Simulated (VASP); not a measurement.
# HfN (Fm-3m) in VASP: single point with LDA

Aim: the single point of HfN with LDA.

Program: VASP 6.6.1. These are calculated values, not measurements. Logs are shortened: lines on timing, memory, paths and dates and some standing lists are left out, and cuts for length are marked.

**1. The cell of the first run**

Symmetry: Fm-3m, No. 225, cubic system. The conventional cell has a = 4.468 Å, b = 4.468 Å, c = 4.468 Å, α = 90.00°, β = 90.00°, γ = 90.00°. Hf (site symmetry m-3m) has 6 N at 2.23 Å within 3.0 Å. Within 3.0 Å of N (site symmetry m-3m) lie 6 Hf at 2.23 Å.

**2. Single point, LDA**

Input file INCAR:

```
SYSTEM = HfN
PREC     = Accurate       ! precision mode
ENCUT    = 600            ! plane-wave cutoff, eV
EDIFF    = 1E-6           ! SCF threshold, eV
ISMEAR   = 0              ! smearing method
SIGMA    = 0.1            ! smearing width, eV
LREAL    = .False.        ! projectors in reciprocal space
LASPH    = .True.         ! aspherical terms in the spheres
NELM     = 120            ! most SCF steps
ALGO     = Normal         ! electronic algorithm
ISIF     = 2              ! what is computed and relaxed
LWAVE    = .False.        ! write WAVECAR
LCHARG   = .True.         ! write CHGCAR
GGA      = CA             ! functional
LELF     = .True.         ! ELF
LVHAR    = .True.       
NBANDS   = 14             ! bands
GGA_COMPAT= .False.
```

Input file KPOINTS:

```
regular mesh
0
Gamma
  16 16 16
  0 0 0
```

Input file POSCAR:

```
HfN
1.0
    0.0000000000      2.2341142205      2.2341142205
    2.2341142205      0.0000000000      2.2341142205
    2.2341142205      2.2341142205      0.0000000000
Hf N
1 1
Direct
    0.0000000000      0.0000000000      0.0000000000
    0.5000000000      0.5000000000      0.5000000000
```

Potentials or basis: VASP PAW LDA potentials, release 64 (Hf_pv, N).

Started as:

```console
$ cat potpaw_LDA.64/Hf_pv/POTCAR potpaw_LDA.64/N/POTCAR > POTCAR
$ mpirun -np 1 vasp_std > vasp.out
```

OUTCAR:

```text
SYSTEM = HfN
   PREC = Accurate
   ENCUT = 600
   EDIFF = 1E-6
   ISMEAR = 0
   LREAL = .False.
   LASPH = .True.
   NELM = 120
   ISIF = 2
   GGA = CA

 ion  position               nearest neighbor table
   1  0.000  0.000  0.000-   2 2.23   2 2.23   2 2.23   2 2.23   2 2.23   2 2.23
   2  0.500  0.500  0.500-   1 2.23   1 2.23   1 2.23   1 2.23   1 2.23   1 2.23

  LATTYP: Found a face centered cubic cell.
 ALAT       =     4.4682284410

  Lattice vectors:

 A1 = (   0.0000000000,   2.2341142205,   2.2341142205)
 A2 = (   2.2341142205,   0.0000000000,   2.2341142205)
 A3 = (   2.2341142205,   2.2341142205,   0.0000000000)

Analysis of symmetry for initial positions (statically):
=====================================================================
 Subroutine PRICEL returns:
 Original cell was already a primitive cell.

 Routine SETGRP: Setting up the symmetry group for a
 face centered cubic supercell.

 Subroutine GETGRP returns: Found 48 space group operations
 (whereof 48 operations were pure point group operations)
 out of a pool of 48 trial point group operations.

The static configuration has the point symmetry O_h .

Analysis of symmetry for dynamics (positions and initial velocities):
=====================================================================
 Subroutine PRICEL returns:
 Original cell was already a primitive cell.

 Routine SETGRP: Setting up the symmetry group for a
 face centered cubic supercell.

 Subroutine GETGRP returns: Found 48 space group operations
 (whereof 48 operations were pure point group operations)
 out of a pool of 48 trial point group operations.

The dynamic configuration has the point symmetry O_h .

 Subroutine INISYM returns: Found 48 space group operations
 (whereof 48 operations are pure point group operations),
 and found     1 'primitive' translations

----------------------------------------------------------------------------------------

                                     Primitive cell

  volume of cell :      22.3021

  direct lattice vectors                    reciprocal lattice vectors
     0.000000000  2.234114220  2.234114220    -0.223802344  0.223802344  0.223802344
     2.234114220  0.000000000  2.234114220     0.223802344 -0.223802344  0.223802344
     2.234114220  2.234114220  0.000000000     0.223802344  0.223802344 -0.223802344

  length of vectors
     3.159514631  3.159514631  3.159514631     0.387637031  0.387637031  0.387637031

  position of ions in fractional coordinates (direct lattice)
     0.000000000  0.000000000  0.000000000
     0.500000000  0.500000000  0.500000000

  ion indices of the primitive-cell ions
   primitive index   ion index
                 1           1
                 2           2

----------------------------------------------------------------------------------------

 KPOINTS: regular mesh

Automatic generation of k-mesh.
 Grid dimensions read from file:
 generate k-points for:   16   16   16

 Generating k-lattice:

  Cartesian coordinates                     Fractional coordinates (reciprocal lattice)
    -0.013987647  0.013987647  0.013987647     0.062500000  0.000000000  0.000000000
     0.013987647 -0.013987647  0.013987647     0.000000000  0.062500000  0.000000000
     0.013987647  0.013987647 -0.013987647     0.000000000  0.000000000  0.062500000

  Length of vectors
     0.024227314  0.024227314  0.024227314

  Shift w.r.t. Gamma in fractional coordinates (k-lattice)
     0.000000000  0.000000000  0.000000000

 Subroutine IBZKPT returns following result:
 ===========================================

 Found    145 irreducible k-points:

 Following reciprocal coordinates:
            Coordinates               Weight
  0.000000  0.000000  0.000000      1.000000
  0.062500  0.000000  0.000000      8.000000
  0.125000  0.000000  0.000000      8.000000
  0.187500  0.000000  0.000000      8.000000
  0.250000  0.000000  0.000000      8.000000
  0.312500  0.000000  0.000000      8.000000
[... 16 lines left out ...]
 -0.125000  0.062500  0.000000     24.000000
 -0.062500  0.062500  0.000000     12.000000
 [... further k-points ...]
   k-points           NKPTS =    145   k-points in BZ     NKDIM =    145   number of bands    NBANDS=     14
   number of dos      NEDOS =    301   number of ions     NIONS =      2
   total plane-waves  NPLWV =  21952
   dimension x,y,z NGX =    28 NGY =   28 NGZ =   28
   dimension x,y,z NGXF=    56 NGYF=   56 NGZF=   56
   ions per type =               1   1
   NGX,Y,Z   is equivalent  to a cutoff of  14.73, 14.73, 14.73 a.u.
   NGXF,Y,Z  is equivalent  to a cutoff of  29.47, 29.47, 29.47 a.u.
 SYSTEM =  HfN
   PREC   = accura    normal or accurate (medium, high low for compatibility)
   ISTART =      0    job   : 0-new  1-cont  2-samecut
   ICHARG =      2    charge: 1-file 2-atom 10-const
   ISPIN  =      1    spin polarized calculation?
   LNONCOLLINEAR =      F non collinear calculations
   LSORBIT =      F    spin-orbit coupling
   LASPH  =      T    aspherical Exc in radial PAW
   ENCUT  =  600.0 eV  44.10 Ry    6.64 a.u.   6.31  6.31  6.31*2*pi/ulx,y,z
   NELM   =    120;   NELMIN=  2; NELMDL= -5     # of ELM steps
   EDIFF  = 0.1E-05   stopping-criterion for ELM
   LREAL  =      F    real-space projection
   EDIFFG = 0.1E-04   stopping-criterion for IOM
   NSW    =      0    number of steps for IOM
   IBRION =     -1    ionic relax: 0-MD 1-quasi-New 2-CG
   NFREE  =      0    steps in history (QN), initial steepest desc. (CG)
   ISIF   =      2    stress and relaxation
   ISYM   =      2    0-nonsym 1-usesym 2-fastsym
   POTIM  = 0.5000    time-step for ionic-motion
   TEBEG  =    0.0;   TEEND  =   0.0 temperature during run
   PSTRESS=    0.0 pullay stress
   NELECT =      15.0000    total number of electrons
   NUPDOWN=      -1.0000    fix difference up-down
   EMIN   =  10.00;   EMAX   =-10.00  energy-range for DOS
   EFERMI =   0.00;   METHOD = LEGACY
   ISMEAR =     0;   SIGMA  =   0.10  broadening in eV -4-tet -1-fermi 0-gaus
   EFERMI_NEDOS =   21; number of points for ismear=-14 and -15
   IALGO  =     38    algorithm
   IMIX   =      4    mixing-type and parameters
     AMIX     =   0.40;   BMIX     =  1.00
     AMIX_MAG =   1.60;   BMIX_MAG =  1.00
  volume/ion in A,a.u.               =      11.15        75.25
  Fermi-wavevector in a.u.,A,eV,Ry     =   1.434355  2.710537 27.992263  2.057373
  Thomas-Fermi vector in A             =   2.553772
   LORBIT       =      0    0 simple, 1 ext, 2 COOP (PROOUT), +10 PAW based schemes
   GGA     = CA    functional components
   LHFCALC =     F    Hartree Fock is set to
   AEXX    =    0.0000 exact exchange contribution
   IVDW    =     0    specifies the selected vdW correction
   LEPSILON=     F    determine dielectric tensor
   LRPA    =     F    only Hartree local field effects (RPA)
 non-spin polarized calculation
 Gauss-broadening in eV      SIGMA  =   0.10
  energy-cutoff  :      600.00
  volume of cell :       22.30
 maximum number of plane-waves:       757
 NGX is ok and might be reduce to    28
   NGX = 13   NGY = 13   NGZ = 13

 number of electron      15.0000001 magnetization

 Free energy of the ion-electron system (eV)
  ---------------------------------------------------
  ext. energy  EPLUGINS =         0.00000000
  ---------------------------------------------------
  free energy    TOTEN  =       -23.87274632 eV

  energy without entropy =      -23.86968162  energy(sigma->0) =      -23.87121397

 E-fermi :   8.4923     XC(G=0): -13.1518

 val. band max:        8.4909110321   @ k =  -0.1250   0.0625   0.0000
 cond. band min:       8.5037680055   @ k =   0.3750   0.1250   0.0000
 fundamental gap:      0.0128569734
 Fermi energy:         8.4922855750

 k-point     1 :       0.0000    0.0000    0.0000
  band No.  band energies     occupation
      1     -22.3081      2.00000
      2     -22.3081      2.00000
      3     -22.3081      2.00000
      4      -8.9285      2.00000
      5       5.5127      2.00000
      6       5.5127      2.00000
      7       5.5127      2.00000
      8       8.0878      2.00000
      9       8.0878      2.00000
     10       8.0878      2.00000
     11      10.4880      0.00000
     12      10.4880      0.00000
     13      10.8158      0.00000
     14      18.2275      0.00000

 k-point     2 :       0.0625    0.0000    0.0000
  band No.  band energies     occupation
      1     -22.3553      2.00000
      2     -22.3118      2.00000
      3     -22.3118      2.00000
      4      -8.8287      2.00000
      5       5.1006      2.00000
      6       5.2577      2.00000
      7       5.2577      2.00000
      8       8.2173      1.99990
      9       8.2301      1.99979
     10       8.2301      1.99979
     11      10.8144      0.00000
     12      10.8144      0.00000
     13      11.0946      0.00000
     14      18.5466      0.00000

 k-point     3 :       0.1250    0.0000    0.0000
  band No.  band energies     occupation
      1     -22.4870      2.00000
      2     -22.3226      2.00000
      3     -22.3226      2.00000
      4      -8.5423      2.00000
      5       4.1755      2.00000
      6       4.6741      2.00000
      7       4.6741      2.00000
      8       8.4457      1.49032
      9       8.6006      0.12543
     10       8.6006      0.12543
     11      11.6574      0.00000
     12      11.6574      0.00000
     13      11.8105      0.00000
     14      19.4358      0.00000
[... 324 lines left out ...]
 k-point    23 :      -0.1250    0.0625    0.0000
  band No.  band energies     occupation
      1     -22.5631      2.00000
      2     -22.3625      2.00000
      3     -22.3163      2.00000
      4      -8.3389      2.00000
      5       3.5601      2.00000
      6       4.1755      2.00000
      7       4.6507      2.00000
      8       8.4909      1.01551
      9       8.5703      0.26972
     10       9.3413      0.00000
     11      11.2127      0.00000
     12      12.6228      0.00000
     13      12.6704      0.00000
     14      19.9974      0.00000

 k-point    24 :      -0.0625    0.0625    0.0000
  band No.  band energies     occupation
      1     -22.4205      2.00000
      2     -22.3359      2.00000
      3     -22.3099      2.00000
      4      -8.6688      2.00000
      5       4.4739      2.00000
      6       4.7981      2.00000
      7       5.1367      2.00000
      8       8.2684      1.99845
      9       8.2789      1.99745
     10       8.7410      0.00044
     11      10.7419      0.00000
     12      11.5911      0.00000
     13      11.6985      0.00000
     14      19.0531      0.00000

 [... further k-points ...]

------------------------ aborting loop because EDIFF is reached ----------------------------------------

  FORCE on cell =-STRESS in cart. coord.  units (eV):
  Direction    XX          YY          ZZ          XY          YZ          ZX
  --------------------------------------------------------------------------------------
  -------------------------------------------------------------------------------------
  Total       -0.1836469     -0.1836469     -0.1836469      0.0000000      0.0000000      0.0000000
  in kB      -13.1931355    -13.1931355    -13.1931355      0.0000000      0.0000000      0.0000000
  external PRESSURE =     -13.1931355 kB  Pullay stress =       0.0000000 kB

 VOLUME and BASIS-vectors are now :
 -----------------------------------------------------------------------------
  energy-cutoff  :      600.00
  volume of cell :       22.30
      direct lattice vectors                 reciprocal lattice vectors
     0.000000000  2.234114220  2.234114220    -0.223802344  0.223802344  0.223802344
     2.234114220  0.000000000  2.234114220     0.223802344 -0.223802344  0.223802344
     2.234114220  2.234114220  0.000000000     0.223802344  0.223802344 -0.223802344

 POSITION                                       TOTAL-FORCE (eV/Angst)
 -----------------------------------------------------------------------------------
      0.00000      0.00000      0.00000         0.000000      0.000000      0.000000
      2.23411      2.23411      2.23411         0.000000     -0.000000     -0.000000
 -----------------------------------------------------------------------------------
    total drift:                                0.000000      0.000000      0.000000

  FREE ENERGIE OF THE ION-ELECTRON SYSTEM (eV)
  ---------------------------------------------------
  free  energy   TOTEN  =       -23.8727463189 eV

  energy  without entropy=      -23.8696816174  energy(sigma->0) =      -23.87121397
```

Wall time 24 s (1 thread of Intel Xeon 6975P-C (Granite Rapids), shared host); peak memory 0.19 GiB.

Results:

```
Free energy            : -23.8727 eV
Pressure               : -1.3 GPa
Band gap on the k mesh : zero (an odd number of electrons rules out a gap without spin polarisation)
```

Caveat: spin-orbit coupling is left out, which moves the levels of the heavy elements.
